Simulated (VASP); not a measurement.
A run of VASP 6.6.1:

The input INCAR:

```
SYSTEM = NaH
PREC = Accurate
ENCUT = 500
EDIFF = 1E-6
ISMEAR = 0
SIGMA = 0.05
LREAL = .False.
LASPH = .True.
NELM = 120
ALGO = Normal
ISIF = 2
LWAVE = .False.
LCHARG = .False.
GGA = PS
NBANDS = 11
GGA_COMPAT = .False.
```

File KPOINTS:

```
Automatic mesh
0
Gamma
  10 10 10
  0 0 0
```

File POSCAR:

```
NaH
1.0
    2.9551240000      0.0000000000      0.0000000000
    0.0000000000      2.9551240000      0.0000000000
    0.0000000000      0.0000000000      2.9551240000
Na H
1 1
Direct
   -0.0761389370      0.0000000000      0.0000000000
    0.5000000000      0.5000000000      0.5000000000
```

Potentials or basis: VASP PAW PBE potentials, release 64 (Na_pv, H).

Command:

```bash
$ cat potpaw_PBE.64/Na_pv/POTCAR potpaw_PBE.64/H/POTCAR > POTCAR
$ mpirun -np 1 vasp_std > vasp.out
```

Hardware: 1 thread of AMD EPYC 7R13 (shared host).

Estimate the wall time of this run.

It took 44 s on 1 thread of AMD EPYC 7R13 (shared host), peak memory 0.12 GiB. Counts: scf iterations 11, k points 126.
